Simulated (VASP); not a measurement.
# Sc5Al11N16 (P1) in VASP: single point with PBE

Aim: the single point of Sc5Al11N16 with PBE.

All numbers are computed with VASP 6.6.1; they aren't measurements. Logs are shortened: lines on timing, memory, paths and dates and some standing lists are left out, and cuts for length are marked.

## Step 1: The cell of the first run

The typed cell holds 32 atoms: a = 6.522 Å, b = 6.552 Å, c = 10.139 Å, α = 89.84°, β = 90.07°, γ = 120.07°.

## Step 2: Single point, PBE

INCAR

```
SYSTEM = Sc5Al11N16
PREC     = Accurate       ! precision mode
ENCUT    = 520            ! plane-wave cutoff, eV
EDIFF    = 1E-6           ! SCF threshold, eV
ISMEAR   = 0              ! smearing method
SIGMA    = 0.01           ! smearing width, eV
LREAL    = Auto         
LASPH    = .TRUE.         ! aspherical terms in the spheres
NELM     = 80             ! most SCF steps
ALGO     = Normal         ! electronic algorithm
ISIF     = 2              ! what is computed and relaxed
LWAVE    = .FALSE.        ! write WAVECAR
LCHARG   = .FALSE.        ! write CHGCAR
GGA      = PE             ! functional
NBANDS   = 106            ! bands
```

KPOINTS

```
regular mesh
0
G
  4 4 3
  0 0 0
```

POSCAR

```
Sc5Al11N16
1.0
    6.5218157998     -0.0129897164     -0.0038359775
   -3.2721573243      5.6767946579      0.0089421609
   -0.0059864189      0.0126577225     10.1389761945
Al Sc N
11 5 16
Direct
    0.1665664491      0.3373104998      0.5055151557
    0.1639408858      0.8269642486     -0.0002876406
    0.3332507504      0.6661480636      0.2546865692
    0.1626047751      0.8265412826      0.4992969300
    0.3287675701      0.6683321685      0.7436061609
    0.6703658569      0.3376333816     -0.0041190505
    0.6724567789      0.3387632633      0.5039281659
    0.8323400579      0.1709757546      0.7434633302
    0.8323881939      0.6648062355      0.2503084746
    0.6671593165      0.8306378159      0.5031202809
    0.8385005853      0.6625332424      0.7472851738
    0.1660321636      0.3411794526     -0.0094624024
    0.3348667117      0.1670488816      0.2471706423
    0.3343729466      0.1603649568      0.7409608118
    0.8319982459      0.1685150198      0.2526534368
    0.6646546547      0.8312009173     -0.0097479158
    0.1755129729      0.3530664563      0.1959106532
    0.3338372936      0.1670781649      0.4602049705
    0.1601130275      0.3436562307      0.6949817336
    0.3397339661      0.1549537228      0.9511254355
    0.1568490452      0.8112657525      0.1910739058
    0.3344459883      0.6671455295      0.4458379600
    0.1545810151      0.8109351464      0.6844080455
    0.3239130250      0.6816218042      0.9289932990
    0.6784459499      0.3545919990      0.1844717530
    0.8328647979      0.1656195301      0.4586151667
    0.6866686701      0.3458062260      0.6890394148
    0.8201966878      0.1753940557      0.9326314141
    0.6574664999      0.8158425661      0.1985782773
    0.8324403600      0.6657409810      0.4416923539
    0.6681158628      0.8308037258      0.6950176953
    0.8445488955      0.6575229247      0.9350397991
```

Potentials or basis: VASP PAW PBE potentials, release 64 (Al, Sc_sv, N).

The run is started by

```
cat potpaw_PBE.64/Al/POTCAR potpaw_PBE.64/Sc_sv/POTCAR potpaw_PBE.64/N/POTCAR > POTCAR
mpirun -np 1 vasp_std > vasp.out
```

OUTCAR:

```text
SYSTEM = Sc5Al11N16
   PREC = Accurate
   ENCUT = 520
   EDIFF = 1E-6
   ISMEAR = 0
   LREAL = Auto
   LASPH = .TRUE.
   NELM = 80
   ISIF = 2
   GGA = PE

 ion  position               nearest neighbor table
   1  0.167  0.337  0.506-  19 1.92  26 1.94  22 1.96  18 1.97   5 3.06   8 3.06  14 3.08   3 3.15
                            15 3.18   4 3.22   7 3.23  10 3.25  13 3.25  10 3.29   7 3.29   4 3.33
   2  0.164  0.827  1.000-  24 1.87  32 1.92  20 1.92  21 1.94  11 3.15   9 3.16  13 3.17   5 3.18
                             3 3.19  12 3.19   6 3.21  14 3.23  16 3.25  16 3.27   6 3.32  12 3.36
   3  0.333  0.666  0.255-  17 1.87  29 1.92  21 1.93  22 1.94   4 3.11  10 3.15   1 3.15   2 3.19
                            12 3.25   9 3.26  15 3.26   9 3.26  16 3.27  15 3.27  13 3.28  13 3.28
   4  0.163  0.827  0.499-  23 1.88  30 1.95  22 1.95  18 1.97   5 3.08  14 3.10  11 3.11   3 3.11
                             9 3.14   7 3.19  13 3.20   1 3.22  10 3.25  10 3.28   1 3.33   7 3.34
   5  0.329  0.668  0.744-  24 1.88  23 1.89  19 1.91  31 1.98   1 3.06   4 3.08  10 3.10  12 3.11
                            16 3.14  11 3.18   2 3.18  14 3.21   8 3.24   8 3.29  11 3.34  14 3.35
   6  0.670  0.338  0.996-  28 1.88  25 1.91  32 1.92  20 1.92  11 3.12   8 3.17  13 3.17   9 3.18
                            15 3.20  14 3.21   2 3.21  12 3.22  16 3.25  16 3.30  12 3.30   2 3.32
   7  0.672  0.339  0.504-  27 1.88  26 1.95  30 1.96  18 1.96   8 3.05  14 3.07  11 3.08  15 3.16
                             9 3.16   4 3.19  13 3.23   1 3.23  10 3.24   1 3.29  10 3.31   4 3.34
   8  0.832  0.171  0.743-  27 1.90  19 1.91  28 1.92  31 1.99   7 3.05   1 3.06  10 3.11  12 3.13
                            16 3.15   6 3.17  11 3.20  14 3.21   5 3.24   5 3.29  14 3.31  11 3.35
   9  0.832  0.665  0.250-  25 1.88  29 1.92  21 1.93  30 1.94   4 3.14   2 3.16   7 3.16  10 3.18
[... 17 lines left out ...]
  19  0.160  0.344  0.695-   5 1.91   8 1.91   1 1.92  14 2.08
  20  0.340  0.155  0.951-   2 1.92   6 1.92  12 2.08  14 2.13
  21  0.157  0.811  0.191-   9 1.93   3 1.93   2 1.94  13 2.10
  22  0.334  0.667  0.446-   3 1.94   4 1.95   1 1.96  10 1.97
[... 8 lines left out ...]
  31  0.668  0.831  0.695-  10 1.95   5 1.98  11 1.99   8 1.99
  32  0.845  0.658  0.935-  11 1.90   6 1.92   2 1.92  16 2.08

  LATTYP: Found a triclinic cell.
 ALAT       =     6.5523347827
 B/A-ratio  =     0.9953444200
 C/A-ratio  =     1.5473851992
 COS(alpha) =     0.0011810954
 COS(beta)  =     0.0027411878
 COS(gamma) =     0.5011133087

  Lattice vectors:

 A1 = (  -3.2721573243,   5.6767946579,   0.0089421609)
 A2 = (  -6.5218157998,   0.0129897164,   0.0038359775)
 A3 = (  -0.0059864189,   0.0126577225,  10.1389761945)

Analysis of symmetry for initial positions (statically):
=====================================================================
 Subroutine PRICEL returns:
 Original cell was already a primitive cell.

 Routine SETGRP: Setting up the symmetry group for a
 triclinic supercell.

 Subroutine GETGRP returns: Found  1 space group operations
 (whereof  1 operations were pure point group operations)
 out of a pool of  2 trial point group operations.

The static configuration has the point symmetry C_1 .

Analysis of symmetry for dynamics (positions and initial velocities):
=====================================================================
 Subroutine PRICEL returns:
 Original cell was already a primitive cell.

 Routine SETGRP: Setting up the symmetry group for a
 triclinic supercell.

 Subroutine GETGRP returns: Found  1 space group operations
 (whereof  1 operations were pure point group operations)
 out of a pool of  2 trial point group operations.

The dynamic configuration has the point symmetry C_1 .

 Subroutine INISYM returns: Found  1 space group operations
 (whereof  1 operations are pure point group operations),
 and found     1 'primitive' translations

----------------------------------------------------------------------------------------

                                     Primitive cell

  volume of cell :     374.9437

  direct lattice vectors                    reciprocal lattice vectors
     6.521815800 -0.012989716 -0.003835978     0.153507754  0.088483331 -0.000019828
    -3.272157324  5.676794658  0.008942161     0.000351130  0.176358487 -0.000219963
    -0.005986419  0.012657722 10.138976194     0.000057768 -0.000122064  0.098629474

  length of vectors
     6.521829864  6.552334783 10.138985863     0.177183326  0.176358974  0.098629567

  position of ions in fractional coordinates (direct lattice)
     0.166566449  0.337310500  0.505515156
     0.163940886  0.826964249  0.999712359
     0.333250750  0.666148064  0.254686569
     0.162604775  0.826541283  0.499296930
     0.328767570  0.668332169  0.743606161
     0.670365857  0.337633382  0.995880949
[... 24 lines left out ...]
     0.668115863  0.830803726  0.695017695
     0.844548895  0.657522925  0.935039799

  ion indices of the primitive-cell ions
   primitive index   ion index
                 1           1
                 2           2
                 3           3
                 4           4
                 5           5
                 6           6
[... 24 lines left out ...]
                31          31
                32          32

----------------------------------------------------------------------------------------

 KPOINTS: regular mesh

Automatic generation of k-mesh.
 Grid dimensions read from file:
 generate k-points for:    4    4    3

 Generating k-lattice:

  Cartesian coordinates                     Fractional coordinates (reciprocal lattice)
     0.038376939  0.022120833 -0.000004957     0.250000000  0.000000000 -0.000000000
     0.000087782  0.044089622 -0.000054991    -0.000000000  0.250000000  0.000000000
     0.000019256 -0.000040688  0.032876491    -0.000000000  0.000000000  0.333333333

  Length of vectors
     0.044295831  0.044089743  0.032876522

  Shift w.r.t. Gamma in fractional coordinates (k-lattice)
     0.000000000  0.000000000  0.000000000

 Subroutine IBZKPT returns following result:
 ===========================================

 Found     26 irreducible k-points:

 Following reciprocal coordinates:
            Coordinates               Weight
  0.000000  0.000000  0.000000      1.000000
  0.250000 -0.000000 -0.000000      2.000000
  0.500000 -0.000000 -0.000000      1.000000
  0.000000  0.250000 -0.000000      2.000000
  0.250000  0.250000  0.000000      2.000000
  0.500000  0.250000 -0.000000      2.000000
[... 16 lines left out ...]
 -0.000000 -0.250000  0.333333      2.000000
  0.250000 -0.250000  0.333333      2.000000
 [... further k-points ...]
   k-points           NKPTS =     26   k-points in BZ     NKDIM =     26   number of bands    NBANDS=    106
   number of dos      NEDOS =    301   number of ions     NIONS =     32
   total plane-waves  NPLWV = 200000
   dimension x,y,z NGX =    50 NGY =   50 NGZ =   80
   dimension x,y,z NGXF=   100 NGYF=  100 NGZF=  160
   ions per type =              11   5  16
   NGX,Y,Z   is equivalent  to a cutoff of  12.75, 12.69, 13.12 a.u.
   NGXF,Y,Z  is equivalent  to a cutoff of  25.49, 25.37, 26.23 a.u.
 SYSTEM =  Sc5Al11N16
   PREC   = accura    normal or accurate (medium, high low for compatibility)
   ISTART =      0    job   : 0-new  1-cont  2-samecut
   ICHARG =      2    charge: 1-file 2-atom 10-const
   ISPIN  =      1    spin polarized calculation?
   LNONCOLLINEAR =      F non collinear calculations
   LSORBIT =      F    spin-orbit coupling
   LASPH  =      T    aspherical Exc in radial PAW
   ENCUT  =  520.0 eV  38.22 Ry    6.18 a.u.  12.13 12.18 18.85*2*pi/ulx,y,z
   NELM   =     80;   NELMIN=  2; NELMDL= -5     # of ELM steps
   EDIFF  = 0.1E-05   stopping-criterion for ELM
   LREAL  =      T    real-space projection
   EDIFFG = 0.1E-04   stopping-criterion for IOM
   NSW    =      0    number of steps for IOM
   IBRION =     -1    ionic relax: 0-MD 1-quasi-New 2-CG
   NFREE  =      0    steps in history (QN), initial steepest desc. (CG)
   ISIF   =      2    stress and relaxation
   ISYM   =      2    0-nonsym 1-usesym 2-fastsym
   POTIM  = 0.5000    time-step for ionic-motion
   TEBEG  =    0.0;   TEEND  =   0.0 temperature during run
   PSTRESS=    0.0 pullay stress
   NELECT =     168.0000    total number of electrons
   NUPDOWN=      -1.0000    fix difference up-down
   EMIN   =  10.00;   EMAX   =-10.00  energy-range for DOS
   EFERMI =   0.00;   METHOD = LEGACY
   ISMEAR =     0;   SIGMA  =   0.01  broadening in eV -4-tet -1-fermi 0-gaus
   EFERMI_NEDOS =   21; number of points for ismear=-14 and -15
   IALGO  =     38    algorithm
   IMIX   =      4    mixing-type and parameters
     AMIX     =   0.40;   BMIX     =  1.00
     AMIX_MAG =   1.60;   BMIX_MAG =  1.00
  volume/ion in A,a.u.               =      11.72        79.07
  Fermi-wavevector in a.u.,A,eV,Ry     =   1.252725  2.367308 21.351908  1.569321
  Thomas-Fermi vector in A             =   2.386612
   LORBIT       =      0    0 simple, 1 ext, 2 COOP (PROOUT), +10 PAW based schemes
   GGA     = PE    functional components
   LHFCALC =     F    Hartree Fock is set to
   AEXX    =    0.0000 exact exchange contribution
   IVDW    =     0    specifies the selected vdW correction
   LEPSILON=     F    determine dielectric tensor
   LRPA    =     F    only Hartree local field effects (RPA)
 non-spin polarized calculation
 Gauss-broadening in eV      SIGMA  =   0.01
  energy-cutoff  :      520.00
  volume of cell :      374.94
 maximum number of plane-waves:     10126
 NGX is ok and might be reduce to    50
   NGX = 25   NGY = 25   NGZ = 37

 number of electron     167.9999983 magnetization

 Free energy of the ion-electron system (eV)
  ---------------------------------------------------
  ext. energy  EPLUGINS =         0.00000000
  ---------------------------------------------------
  free energy    TOTEN  =      -250.99131487 eV

  energy without entropy =     -250.99131487  energy(sigma->0) =     -250.99131487

 E-fermi :   4.9492     XC(G=0): -10.7361

 val. band max:        4.8173668925   @ k =   0.0000   0.0000   0.0000
 cond. band min:       8.2542076506   @ k =   0.0000   0.0000   0.0000
 fundamental gap:      3.4368407581
 Fermi energy:         4.9491988423

 k-point     1 :       0.0000    0.0000    0.0000
  band No.  band energies     occupation
      1     -42.1867      2.00000
      2     -42.1649      2.00000
      3     -42.0149      2.00000
      4     -41.9777      2.00000
      5     -41.9324      2.00000
      6     -21.1306      2.00000
[... 2365 lines left out ...]
     95       9.7759      0.00000
     96       9.8368      0.00000

 [... further k-points ...]

 [bands above 96 left out]

------------------------ aborting loop because EDIFF is reached ----------------------------------------

  FORCE on cell =-STRESS in cart. coord.  units (eV):
  Direction    XX          YY          ZZ          XY          YZ          ZX
  --------------------------------------------------------------------------------------
  -------------------------------------------------------------------------------------
  Total        1.7949959      1.8784377      3.0022975     -0.0702918     -0.0023447      0.0002153
  in kB        7.6702220      8.0267781     12.8291591     -0.3003647     -0.0100193      0.0009198
  external PRESSURE =       9.5087197 kB  Pullay stress =       0.0000000 kB

 VOLUME and BASIS-vectors are now :
 -----------------------------------------------------------------------------
  energy-cutoff  :      520.00
  volume of cell :      374.94
      direct lattice vectors                 reciprocal lattice vectors
     6.521815800 -0.012989716 -0.003835978     0.153507754  0.088483331 -0.000019828
    -3.272157324  5.676794658  0.008942161     0.000351130  0.176358487 -0.000219963
    -0.005986419  0.012657722 10.138976194     0.000057768 -0.000122064  0.098629474

 POSITION                                       TOTAL-FORCE (eV/Angst)
 -----------------------------------------------------------------------------------
     -0.02044      1.91908      5.12778         0.004323     -0.002301      0.004077
     -1.64275      4.70503     10.14283        -0.002409     -0.001345     -0.001059
     -0.00787      3.78048      2.58694        -0.000180      0.003818      0.004743
     -1.64708      4.69631      5.06913         0.000385     -0.000778     -0.000150
     -0.04718      3.79913      7.54412        -0.000115      0.000583      0.000911
      3.26125      1.92057     10.09766        -0.002066     -0.000319     -0.001659
[... 24 lines left out ...]
      1.63465      4.71642      7.05163        -0.000084     -0.001159     -0.004545
      3.35088      3.73349      9.48299         0.052401     -0.029822     -0.016422
 -----------------------------------------------------------------------------------
    total drift:                               -0.007798      0.002311      0.011406

  FREE ENERGIE OF THE ION-ELECTRON SYSTEM (eV)
  ---------------------------------------------------
  free  energy   TOTEN  =      -250.9913148690 eV

  energy  without entropy=     -250.9913148690  energy(sigma->0) =     -250.99131487
```

Wall time 76 min (1 thread of Oxide Virtual Turin-like, shared host); peak memory 0.86 GiB.

Results:

- Free energy: -250.9913 eV
- Pressure: 1.0 GPa
- Largest force: 0.085 eV/Å
- Band gap on the k mesh: 3.44 eV

Forces on the atoms (eV/Å):
```
Al   0.004 -0.002  0.004
Al  -0.002 -0.001 -0.001
Al   0.000  0.004  0.005
Al   0.000 -0.001  0.000
Al   0.000  0.001  0.001
Al  -0.002  0.000 -0.002
Al  -0.001  0.000  0.003
Al  -0.001  0.001  0.002
Al   0.000  0.004 -0.001
Al  -0.002  0.003  0.005
Al   0.001 -0.001  0.000
Sc   0.011 -0.009 -0.003
Sc   0.007 -0.017  0.015
Sc  -0.005  0.000  0.004
Sc  -0.007 -0.014  0.004
Sc   0.014 -0.005  0.010
N    0.000  0.078  0.020
N    0.000  0.001  0.038
N   -0.051  0.032 -0.020
N    0.055 -0.033  0.035
N    0.000 -0.059 -0.018
N    0.000  0.000 -0.005
N   -0.001 -0.062 -0.018
N   -0.063  0.039 -0.042
N    0.001  0.072 -0.045
N    0.000  0.001  0.054
N    0.052  0.034 -0.017
N   -0.063  0.034 -0.041
N    0.000 -0.064  0.038
N    0.000 -0.001 -0.004
N    0.000 -0.001 -0.005
N    0.052 -0.030 -0.016
```

Caveat: an odd mesh through Γ misses points on the zone boundary, where band edges can lie.
